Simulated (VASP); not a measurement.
# BAs (F-43m) in VASP: a series of runs, part 2 of 2

VASP 6.6.1. The steps go on from the part before.

## 3. Single point, BLYP+D3(BJ)

This run uses another cell than the first one, of 13.56 Å³/atom, 0.995 times its volume.

File INCAR:

```
SYSTEM = BAs
PREC = Accurate
ENCUT = 520
EDIFF = 1E-6
ISMEAR = -1
SIGMA = 0.05
LREAL = .FALSE.
LASPH = .TRUE.
NELM = 100
ALGO = Normal
ISIF = 2
LWAVE = .FALSE.
LCHARG = .FALSE.
GGA = B5
ALDAX = 1.0
AGGAX = 1.0
AGGAC = 1.0
ALDAC = 0.0
IVDW = 12
VDW_S6 = 1.0
VDW_S8 = 2.6996
VDW_A1 = 0.4298
VDW_A2 = 4.2359
NBANDS = 11
```

File KPOINTS:

```
regular mesh
0
G
  10 10 10
  0 0 0
```

File POSCAR:

```
BAs
1.0
    0.0000000000      2.3843923786      2.3843923786
    2.3843923786      0.0000000000      2.3843923786
    2.3843923786      2.3843923786      0.0000000000
As B
1 1
Direct
    0.7500000000      0.7500000000      0.7500000000
    0.0000000000      0.0000000000      0.0000000000
```

Potentials or basis: VASP PAW PBE potentials, release 64 (As, B).

On the command line:

```sh
cat potpaw_PBE.64/As/POTCAR potpaw_PBE.64/B/POTCAR > POTCAR
mpirun -np 1 vasp_std > vasp.out
```

OUTCAR:

```text
SYSTEM = BAs
   PREC = Accurate
   ENCUT = 520
   EDIFF = 1E-6
   ISMEAR = -1
   LREAL = .FALSE.
   LASPH = .TRUE.
   NELM = 100
   ISIF = 2
   GGA = B5
   IVDW = 12
 IVDW          = 12

 ion  position               nearest neighbor table
   1  0.750  0.750  0.750-   2 2.06   2 2.06   2 2.06   2 2.06
   2  0.000  0.000  0.000-   1 2.06   1 2.06   1 2.06   1 2.06

  LATTYP: Found a face centered cubic cell.
 ALAT       =     4.7687847572

  Lattice vectors:

 A1 = (   0.0000000000,   2.3843923786,   2.3843923786)
 A2 = (   2.3843923786,   0.0000000000,   2.3843923786)
 A3 = (   2.3843923786,   2.3843923786,   0.0000000000)

Analysis of symmetry for initial positions (statically):
=====================================================================
 Subroutine PRICEL returns:
 Original cell was already a primitive cell.

 Routine SETGRP: Setting up the symmetry group for a
 face centered cubic supercell.

 Subroutine GETGRP returns: Found 24 space group operations
 (whereof 24 operations were pure point group operations)
 out of a pool of 48 trial point group operations.

The static configuration has the point symmetry T_d .

Analysis of symmetry for dynamics (positions and initial velocities):
=====================================================================
 Subroutine PRICEL returns:
 Original cell was already a primitive cell.

 Routine SETGRP: Setting up the symmetry group for a
 face centered cubic supercell.

 Subroutine GETGRP returns: Found 24 space group operations
 (whereof 24 operations were pure point group operations)
 out of a pool of 48 trial point group operations.

The dynamic configuration has the point symmetry T_d .

 Subroutine INISYM returns: Found 24 space group operations
 (whereof 24 operations are pure point group operations),
 and found     1 'primitive' translations

----------------------------------------------------------------------------------------

                                     Primitive cell

  volume of cell :      27.1121

  direct lattice vectors                    reciprocal lattice vectors
[... 116 lines left out ...]
   LEPSILON=     F    determine dielectric tensor
   LRPA    =     F    only Hartree local field effects (RPA)
 non-spin polarized calculation
  energy-cutoff  :      520.00
  volume of cell :       27.11
 maximum number of plane-waves:       745
 NGX is ok and might be reduce to    28
   NGX = 13   NGY = 13   NGZ = 13

 number of electron       8.0000000 magnetization

 Free energy of the ion-electron system (eV)
  ---------------------------------------------------
  ext. energy  EPLUGINS =         0.00000000
  ---------------------------------------------------
  free energy    TOTEN  =       -10.01522671 eV

  energy without entropy =      -10.01522670  energy(sigma->0) =      -10.01522671

 E-fermi :   7.2519     XC(G=0):  -9.9376

 val. band max:        6.5689809134   @ k =   0.0000   0.0000   0.0000
 cond. band min:       7.9699500161   @ k =   0.4000   0.4000   0.0000
 fundamental gap:      1.4009691027
 Fermi energy:         7.2519317891

 k-point     1 :       0.0000    0.0000    0.0000
  band No.  band energies     occupation
      1      -8.7791      2.00000
      2       6.5690      2.00000
      3       6.5690      2.00000
      4       6.5690      2.00000
      5       9.9475      0.00000
      6       9.9475      0.00000
      7       9.9475      0.00000
      8      11.3139      0.00000
      9      16.5584      0.00000
     10      19.7782      0.00000
     11      19.7782      0.00000
[... 309 lines left out ...]
 k-point    24 :       0.4000    0.3000    0.0000
  band No.  band energies     occupation
      1      -6.1578      2.00000
      2       0.1571      2.00000
      3       2.6637      2.00000
      4       3.1331      2.00000
      5       8.4703      0.00000
      6      10.1998      0.00000
      7      15.4646      0.00000
      8      15.6855      0.00000
      9      18.6902      0.00000
     10      22.6344      0.00000
     11      22.6825      0.00000

 [... further k-points ...]

------------------------ aborting loop because EDIFF is reached ----------------------------------------

 Edisp (eV)   -1.45595

 E8    (eV) :    -1.0255

  FORCE on cell =-STRESS in cart. coord.  units (eV):
  Direction    XX          YY          ZZ          XY          YZ          ZX
  --------------------------------------------------------------------------------------
  -------------------------------------------------------------------------------------
  Total       0.14496     0.14496     0.14496     0.00000     0.00000     0.00000
  in kB       8.56609     8.56609     8.56609     0.00000     0.00000     0.00000
  external pressure =        8.57 kB  Pullay stress =        0.00 kB

 VOLUME and BASIS-vectors are now :
 -----------------------------------------------------------------------------
  energy-cutoff  :      520.00
  volume of cell :       27.11
      direct lattice vectors                 reciprocal lattice vectors
     0.000000000  2.384392379  2.384392379    -0.209697030  0.209697030  0.209697030
     2.384392379  0.000000000  2.384392379     0.209697030 -0.209697030  0.209697030
     2.384392379  2.384392379  0.000000000     0.209697030  0.209697030 -0.209697030

 POSITION                                       TOTAL-FORCE (eV/Angst)
 -----------------------------------------------------------------------------------
      3.57659      3.57659      3.57659        -0.000000     -0.000000     -0.000000
      0.00000      0.00000      0.00000         0.000000      0.000000      0.000000
 -----------------------------------------------------------------------------------
    total drift:                                0.000000      0.000000      0.000000

  FREE ENERGIE OF THE ION-ELECTRON SYSTEM (eV)
  ---------------------------------------------------
  free  energy   TOTEN  =       -11.4711724805 eV

  energy  without entropy=      -11.4711724696  energy(sigma->0) =      -11.47117248
```

OSZICAR:

```text
N       E                     dE             d eps       ncg     rms          rms(c)
DAV:   1     0.151649260595E+02    0.15165E+02   -0.37279E+03  1034   0.639E+02
DAV:   2    -0.994210221377E+01   -0.25107E+02   -0.23953E+02  1362   0.109E+02
DAV:   3    -0.107684977521E+02   -0.82640E+00   -0.82483E+00  1311   0.182E+01
DAV:   4    -0.107711204391E+02   -0.26227E-02   -0.26225E-02  1160   0.114E+00
DAV:   5    -0.107711249442E+02   -0.45051E-05   -0.45051E-05  1243   0.509E-02    0.506E+00
DAV:   6    -0.100951301324E+02    0.67599E+00   -0.19435E+00  1094   0.575E+00    0.239E+00
DAV:   7    -0.100237058711E+02    0.71424E-01   -0.21315E-01  1204   0.237E+00    0.102E+00
DAV:   8    -0.100148261043E+02    0.88798E-02   -0.32747E-02  1190   0.102E+00    0.122E-01
DAV:   9    -0.100151100367E+02   -0.28393E-03   -0.88393E-04  1168   0.185E-01    0.790E-02
DAV:  10    -0.100152244883E+02   -0.11445E-03   -0.18529E-04  1093   0.967E-02    0.167E-02
DAV:  11    -0.100152269804E+02   -0.24922E-05   -0.30824E-06  1250   0.136E-02    0.137E-02
DAV:  12    -0.100152267115E+02    0.26896E-06   -0.17548E-06  1065   0.670E-03
   1 F= -.11471172E+02 E0= -.11471172E+02  d E =-.108487E-07
```

stdout:

```text
POSCAR found type information on POSCAR AsB
 POSCAR found :  2 types and       2 ions
 scaLAPACK will be used
 -----------------------------------------------------------------------------
|                                                                             |
|                                                                             |
|     You enforced a specific xc type in the INCAR file but a different       |
|     I HOPE YOU KNOW WHAT YOU ARE DOING!                                     |
|                                                                             |
 -----------------------------------------------------------------------------

 LDA part: xc-table for (Slater(with rela. corr.)+VWN5), standard interpolation
 POSCAR, INCAR and KPOINTS ok, starting setup
 FFT: planning ... GRIDC
 FFT: planning ... GRID_SOFT
 FFT: planning ... GRID
 WAVECAR not read
 entering main loop
```

Run time: 15 s. Hardware: 1 thread of Intel Xeon 6975P-C, shared host; peak memory 0.17 GiB.

Results:

| Property | Result |
| --- | --- |
| Free energy | -11.4712 eV |
| Pressure | 0.9 GPa |
| Band gap on the k mesh | 1.40 eV, indirect (least direct gap 3.38 eV) |
| Dispersion energy per atom | -0.728 eV |

Levels at points of the mesh, in eV from the valence-band top:
```csv
k point,band 1,band 2,band 3,band 4,band 5,band 6,band 7,band 8,band 9
"(0.00, 0.00, 0.00)",-15.35,0.00,0.00,0.00,3.38,3.38,3.38,4.74,9.99
"(0.50, 0.00, 0.00)",-12.52,-8.68,-1.80,-1.80,2.82,4.93,4.93,9.13,12.94
"(0.50, 0.50, 0.00)",-11.22,-8.45,-4.03,-4.03,1.66,1.69,11.36,11.36,12.92
```

Caveat: the PAW data sets were made with another functional, which shifts forces and pressure a little. As with any semilocal functional, this BLYP gap is likely too small.
